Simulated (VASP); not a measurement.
Write the native input for VASP 6.6.1 that does the following.

```
Task                   : single point
Functional             : PBEsol
Potentials or basis    : VASP PAW PBE potentials, release 64 (Pd)
Cutoff                 : 500 eV
k mesh                 : 11 × 11 × 11
Occupations            : methfessel-paxton, width 0.05 eV
Spin                   : no spin polarisation
Dipole correction      : no
Further INCAR settings : ALGO = Normal; EDIFF = 1e-06; NBANDS = 11
```

The structure of Pd lies in POSCAR:

```
Pd
1.0
    0.0000000000      1.9387159354      1.9387159354
    1.9387159354      0.0000000000      1.9387159354
    1.9387159354      1.9387159354      0.0000000000
Pd
1
Direct
    0.0000000000      0.0000000000      0.0000000000
```

One way to write it, as run:

INCAR

```
ALGO = Normal ; EDIFF = 1E-6
ENCUT = 500 ; GGA = PS
GGA_COMPAT = F ; ISIF = 2
ISMEAR = 1 ; LASPH = T
LCHARG = F ; LREAL = F
LWAVE = F ; NBANDS = 11
NELM = 120 ; PREC = Accurate
SIGMA = 0.05
```

KPOINTS

```
k-points
0
Gamma
  11 11 11
```

Potentials or basis: VASP PAW PBE potentials, release 64 (Pd).

Launch:

```console
$ cat potpaw_PBE.64/Pd/POTCAR > POTCAR
$ mpirun -np 1 vasp_std > vasp.out
```

It gave:

```json
{
 "Pressure": "-0.2 GPa",
 "Band gap on the k mesh": "zero (bands 5 and 6 overlap by 1.54 eV)"
}
```

Caveat: the PAW data sets were made with another functional, which shifts forces and pressure a little.

Wall time 7.3 s on 1 thread of Intel(R) Xeon(R) Platinum 8259CL CPU @ 2.50GHz (Skylake/Cascade Lake) (shared host), peak memory 0.13 GiB.
